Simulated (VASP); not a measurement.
Ga: relaxation of cell and atoms with PBE

The system is Ga.

```
Ga
1.0
    -2.60811    2.60811    1.43446
     2.60811   -2.60811    1.43446
     2.60811    2.60811   -1.43446
Ga
2
Direct
  0.62500 0.87500 0.75000
  0.37500 0.12500 0.25000
```

```yaml
Program: VASP 6.6.1
Task: relaxation of cell and atoms
Functional: PBE
Potentials_or_basis: VASP PAW PBE potentials, release 64 (Ga_d)
Cutoff: 600 eV
k_mesh: 15 × 15 × 15
Occupations: fermi-dirac, width 0.08 eV
Spin: no spin polarisation
Target_pressure: 0.71 GPa
Dipole_correction: no
Further_INCAR_settings: ALGO = Normal; EDIFF = 1e-07; IBRION = 2; EDIFFG = -0.005; NSW = 60; ISIF = 3
```

```yaml
Relaxed_volume: 19.40 Å³/atom
Relaxed_cell: a = 3.991 Å, b = 3.991 Å, c = 3.991 Å, α = 96.91°, β = 96.91°, γ = 139.41°
Space_group_after_relaxing_to_0.1_Å: I4_1/amd (No. 141)
Energy_change_on_relaxing_the_run_minimises_the_enthalpy: -4.8 meV/atom
Ionic_steps: 8
Pressure_after_relaxing: 0.7 GPa
Band_gap_on_the_k_mesh: zero (bands 13 and 14 overlap by 6.80 eV)
```

Step by step:
| step | energy change (eV) | largest force (eV/Å) | pressure (GPa) | volume (Å³) |
| --- | --- | --- | --- | --- |
| 1 | 0.0000 | 0.0000 | 0.55 | 39.03 |
| 2 | -0.0042 | 0.0000 | 0.61 | 38.92 |
| 3 | -0.0088 | 0.0000 | 0.92 | 38.65 |
| 4 | -0.0087 | 0.0000 | 0.95 | 38.61 |
| 5 | -0.0099 | 0.0000 | 0.61 | 38.85 |
| 6 | -0.0096 | 0.0000 | 0.82 | 38.78 |
| 7 | -0.0097 | 0.0000 | 0.60 | 38.82 |
| 8 | -0.0096 | 0.0000 | 0.72 | 38.80 |

Final structure:
```
Ga
1.0
    -2.64696    2.64696    1.38442
     2.64696   -2.64696    1.38442
     2.64696    2.64696   -1.38442
Ga
2
Cartesian
  2.6470 1.3235 1.0383
  0.0000 1.3235 0.3461
```

Levels at points of the mesh, in eV from the Fermi level:
```csv
k point,band 9,band 10,band 11,band 12,band 13,band 14,band 15,band 16,band 17
"(0.00, 0.00, 0.00)",-14.63,-14.53,-10.80,-1.10,-0.47,-0.47,4.33,9.54,9.54
```

Wall time 32 min on 1 thread of AMD EPYC 7R13, with other jobs on the host, peak memory 0.31 GiB.

Caveat: the cell is relaxed towards a set pressure, so the run minimises the enthalpy, not the energy.
